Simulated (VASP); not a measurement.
## BeC: single point with PBE

Crystal: BeC.

```
CELL_PARAMETERS angstrom
1.52948 -3.46018 0.00000
1.52948 3.46018 0.00000
0.00000 0.00000 2.47114
ATOMIC_POSITIONS crystal
Be 0.82706 0.17294 0.25000
Be 0.17294 0.82706 0.75000
C 0.56679 0.43321 0.25000
C 0.43321 0.56679 0.75000
```

* Program: VASP 6.6.1
* Task: single point
* Functional: PBE
* Potentials or basis: VASP PAW PBE potentials, release 64 (Be, C)
* Cutoff: 520 eV
* k mesh: 16 × 16 × 18
* Occupations: gaussian, width 0.1 eV
* Spin: no spin polarisation
* Dipole correction: no
* Further INCAR settings: ALGO = Normal; EDIFF = 1e-07; NBANDS = 14

```
Pressure               : 0.4 GPa
Largest force          : 0.016 eV/Å
Band gap on the k mesh : zero (bands 6 and 7 overlap by 2.37 eV)
```

Forces in eV/Å, atoms in the order of the input:
```
Be   0.000 -0.016  0.000
Be   0.000  0.016  0.000
C    0.000 -0.012  0.000
C    0.000  0.012  0.000
```

Stress tensor (GPa, compression positive):
```
0.17 0.00 0.00
0.00 0.50 0.00
0.00 0.00 0.50
```

Levels at points of the mesh, in eV from the Fermi level:
| k point | band 3 | band 4 | band 5 | band 6 | band 7 | band 8 | band 9 | band 10 |
| --- | --- | --- | --- | --- | --- | --- | --- | --- |
| (0.00, 0.00, 0.00) | -8.71 | -6.30 | -5.14 | -2.39 | 0.31 | 4.60 | 6.78 | 7.58 |
| (0.50, 0.00, 0.00) | -10.44 | -7.19 | -4.50 | -1.45 | 4.26 | 6.37 | 6.68 | 8.69 |
| (0.50, 0.50, 0.00) | -7.65 | -4.69 | -2.57 | 0.20 | 2.38 | 3.74 | 5.12 | 5.73 |
| (0.00, 0.00, 0.50) | -7.08 | -7.08 | -1.54 | -1.54 | 0.32 | 0.32 | 4.50 | 4.50 |
| (0.50, 0.00, 0.50) | -7.72 | -7.72 | -6.34 | -6.34 | -0.24 | -0.24 | 6.08 | 6.08 |
| (0.50, 0.50, 0.50) | -9.45 | -9.45 | -2.40 | -2.40 | 3.64 | 3.64 | 5.24 | 5.24 |

Run time: 5.8 min on 1 thread of Intel Xeon 8259CL (shared host), peak memory 0.33 GiB.
